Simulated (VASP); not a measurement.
# Li2Se (Fm-3m) in VASP: notebook

The runs below take Li2Se through single point, with PBE0, HSE06.

Everything below comes from runs of VASP 6.6.1. Logs are shortened: lines on timing, memory, paths and dates and some standing lists are left out, and cuts for length are marked.

### 1 The cell of the first run

The structure is cubic, space group Fm-3m (No. 225). Conventional cell: a = 5.986 Å, b = 5.986 Å, c = 5.986 Å, α = 90.00°, β = 90.00°, γ = 90.00°. Within 3.4 Å of Li (site symmetry -43m) lie 4 Se at 2.59 Å and 6 Li at 2.99 Å. Within 3.4 Å of Se (site symmetry m-3m) lie 8 Li at 2.59 Å.

### 2 Single point, PBE0

The input, POSCAR:

```
Li2Se
1.0
    0.0000000000      2.9927814600      2.9927814600
    2.9927814600      0.0000000000      2.9927814600
    2.9927814600      2.9927814600      0.0000000000
Li Se
2 1
Direct
    0.2500000000      0.2500000000      0.2500000000
    0.7500000000      0.7500000000      0.7500000000
    0.0000000000      0.0000000000      0.0000000000
```

The input, INCAR.step1:

```
PREC = Accurate ; ENCUT = 650
EDIFF = 1E-5 ; ISMEAR = -1
SIGMA = 0.02 ; LREAL = F
LASPH = T ; NELM = 120
ALGO = Normal ; ISIF = 2
LWAVE = T ; LCHARG = F
NBANDS = 13 ; GGA = PE
GGA_COMPAT = F ; KPAR = 4
```

The input, INCAR.step2:

```
PREC = Accurate ; ENCUT = 650
EDIFF = 1E-6 ; ISMEAR = -1
SIGMA = 0.02 ; LREAL = F
LASPH = T ; NELM = 120
ALGO = Normal ; ISIF = 2
LWAVE = F ; LCHARG = F
GGA = PE ; LHFCALC = T
AEXX = 0.25 ; PRECFOCK = Normal
NBANDS = 13 ; ISTART = 1
GGA_COMPAT = F ; KPAR = 4
```

The input, KPOINTS:

```
regular mesh
0
Gamma
  8 8 8
```

Potentials or basis: VASP PAW PBE potentials, release 64 (Li_sv, Se).

Launch:

```sh
> cat potpaw_PBE.64/Li_sv/POTCAR potpaw_PBE.64/Se/POTCAR > POTCAR
> cp INCAR.step1 INCAR
> mpirun -np 4 vasp_std > vasp.out
> cp INCAR.step2 INCAR
> mpirun -np 4 vasp_std > vasp.out
```

OUTCAR:

```text
PREC = Accurate
   ENCUT = 650
   EDIFF = 1E-6
   ISMEAR = -1
   LREAL = F
   LASPH = T
   NELM = 120
   ISIF = 2
   GGA = PE
   LHFCALC = T
   AEXX = 0.25
   PRECFOCK = Normal
   ISTART = 1

 ion  position               nearest neighbor table
   1  0.250  0.250  0.250-   3 2.59   3 2.59   3 2.59   3 2.59
   2  0.750  0.750  0.750-   3 2.59   3 2.59   3 2.59   3 2.59
   3  0.000  0.000  0.000-   2 2.59   2 2.59   2 2.59   1 2.59   2 2.59   1 2.59   1 2.59   1 2.59

  LATTYP: Found a face centered cubic cell.
 ALAT       =     5.9855629200

  Lattice vectors:

 A1 = (   0.0000000000,   2.9927814600,   2.9927814600)
 A2 = (   2.9927814600,   0.0000000000,   2.9927814600)
 A3 = (   2.9927814600,   2.9927814600,   0.0000000000)

Analysis of symmetry for initial positions (statically):
=====================================================================
 Subroutine PRICEL returns:
 Original cell was already a primitive cell.

 Routine SETGRP: Setting up the symmetry group for a
 face centered cubic supercell.

 Subroutine GETGRP returns: Found 48 space group operations
 (whereof 48 operations were pure point group operations)
 out of a pool of 48 trial point group operations.

The static configuration has the point symmetry O_h .

Analysis of symmetry for dynamics (positions and initial velocities):
=====================================================================
 Subroutine PRICEL returns:
 Original cell was already a primitive cell.

 Routine SETGRP: Setting up the symmetry group for a
 face centered cubic supercell.

 Subroutine GETGRP returns: Found 48 space group operations
 (whereof 48 operations were pure point group operations)
 out of a pool of 48 trial point group operations.

The dynamic configuration has the point symmetry O_h .

 Subroutine INISYM returns: Found 48 space group operations
 (whereof 48 operations are pure point group operations),
 and found     1 'primitive' translations

----------------------------------------------------------------------------------------

                                     Primitive cell

  volume of cell :      53.6111

  direct lattice vectors                    reciprocal lattice vectors
     0.000000000  2.992781460  2.992781460    -0.167068664  0.167068664  0.167068664
     2.992781460  0.000000000  2.992781460     0.167068664 -0.167068664  0.167068664
     2.992781460  2.992781460  0.000000000     0.167068664  0.167068664 -0.167068664

  length of vectors
     4.232432130  4.232432130  4.232432130     0.289371414  0.289371414  0.289371414
[... 103 lines left out ...]
     AMIX_MAG =   1.60;   BMIX_MAG =  1.00
  volume/ion in A,a.u.               =      17.87       120.60
  Fermi-wavevector in a.u.,A,eV,Ry     =   0.993994  1.878375 13.442872  0.988023
  Thomas-Fermi vector in A             =   2.125914
   LORBIT       =      0    0 simple, 1 ext, 2 COOP (PROOUT), +10 PAW based schemes
   GGA     = PE    functional components
   LHFCALC =     T    Hartree Fock is set to
   PRECFOCK=normal    Normal, Fast or Accurate (Low or Medium for compatibility)
   ENCUT4O =  -1.0   cutoff for four orbital integrals eV
   NKREDX  =     1    reduce k-point grid by
   NKREDY  =     1    reduce k-point grid by
   NKREDZ  =     1    reduce k-point grid by
   AEXX    =    0.2500 exact exchange contribution
   HFSCREEN=    0.0000 screening length (either q_TF or 0.3 A-1)
   HFSCREENC=   0.0000 screening length for correlation (either q_TF or 0.3 A-1)
   ENCUTFOCK=  -1.0 apply spherical cutoff to Coloumb kernel
   IVDW    =     0    specifies the selected vdW correction
   LEPSILON=     F    determine dielectric tensor
   LRPA    =     F    only Hartree local field effects (RPA)
 non-spin polarized calculation
  energy-cutoff  :      650.00
  volume of cell :       53.61
 maximum number of plane-waves:      2044
  NGX = 28; NGY = 28; NGZ = 28

 number of electron      11.9999994 magnetization

 Free energy of the ion-electron system (eV)
  ---------------------------------------------------
  ext. energy  EPLUGINS =         0.00000000
  ---------------------------------------------------
  free energy    TOTEN  =       -13.44420045 eV

  energy without entropy =      -13.44420045  energy(sigma->0) =      -13.44420045

 E-fermi :   0.5069     XC(G=0):  -6.5666

 val. band max:        0.0362367883   @ k =   0.0000   0.0000   0.0000
 cond. band min:       4.5324004970   @ k =   0.5000   0.5000   0.0000
 fundamental gap:      4.4961637086
 Fermi energy:         0.5068722466

 k-point     1 :       0.0000    0.0000    0.0000
  band No.  band energies     occupation
      1     -47.7793      2.00000
      2     -47.7531      2.00000
      3     -12.5204      2.00000
      4       0.0362      2.00000
      5       0.0362      2.00000
      6       0.0362      2.00000
      7       5.0911      0.00000
      8       7.4305      0.00000
      9       7.4305      0.00000
     10       7.4305      0.00000
     11      12.5722      0.00000
     12      12.5722      0.00000
     13      12.9372      0.00000
[... 354 lines left out ...]
  band No.  band energies     occupation
      1     -47.7657      2.00000
      2     -47.7655      2.00000
      3     -12.0134      2.00000
      4      -2.8911      2.00000
      5      -1.4237      2.00000
      6      -0.9898      2.00000
      7       7.1105      0.00000
      8       7.6204      0.00000
      9       9.5828      0.00000
     10      10.3282      0.00000
     11      11.4266      0.00000
     12      12.8252      0.00000
     13      14.8304      0.00000

 [... further k-points ...]

------------------------ aborting loop because EDIFF is reached ----------------------------------------

  FORCE on cell =-STRESS in cart. coord.  units (eV):
  Direction    XX          YY          ZZ          XY          YZ          ZX
  --------------------------------------------------------------------------------------
  -------------------------------------------------------------------------------------
  Total       -0.1738895     -0.1738895     -0.1738895      0.0000000     -0.0000000      0.0000000
  in kB       -5.1967140     -5.1967140     -5.1967140      0.0000000     -0.0000000      0.0000000
  external PRESSURE =      -5.1967140 kB  Pullay stress =       0.0000000 kB

 VOLUME and BASIS-vectors are now :
 -----------------------------------------------------------------------------
  energy-cutoff  :      650.00
  volume of cell :       53.61
      direct lattice vectors                 reciprocal lattice vectors
     0.000000000  2.992781460  2.992781460    -0.167068664  0.167068664  0.167068664
     2.992781460  0.000000000  2.992781460     0.167068664 -0.167068664  0.167068664
     2.992781460  2.992781460  0.000000000     0.167068664  0.167068664 -0.167068664

 POSITION                                       TOTAL-FORCE (eV/Angst)
 -----------------------------------------------------------------------------------
      1.49639      1.49639      1.49639         0.000000      0.000000      0.000000
      4.48917      4.48917      4.48917        -0.000000     -0.000000     -0.000000
      0.00000      0.00000      0.00000        -0.000000      0.000000     -0.000000
 -----------------------------------------------------------------------------------
    total drift:                                0.000000      0.000000     -0.000000

  FREE ENERGIE OF THE ION-ELECTRON SYSTEM (eV)
  ---------------------------------------------------
  free  energy   TOTEN  =       -13.4442004518 eV

  energy  without entropy=      -13.4442004518  energy(sigma->0) =      -13.44420045
```

Wall time 23 min (4 MPI ranks of Intel Xeon 6975P-C (Granite Rapids), shared host); peak memory 0.29 GiB.

Results:

| Property | Result |
| --- | --- |
| Free energy | -13.4442 eV |
| Pressure | -0.5 GPa |
| Band gap on the k mesh | 4.50 eV (least direct gap 5.05 eV) |

Caveat: the PAW data sets were made with another functional, which shifts forces and pressure a little. A k mesh can miss the band edges.

(Continued in part 2 of 2.)
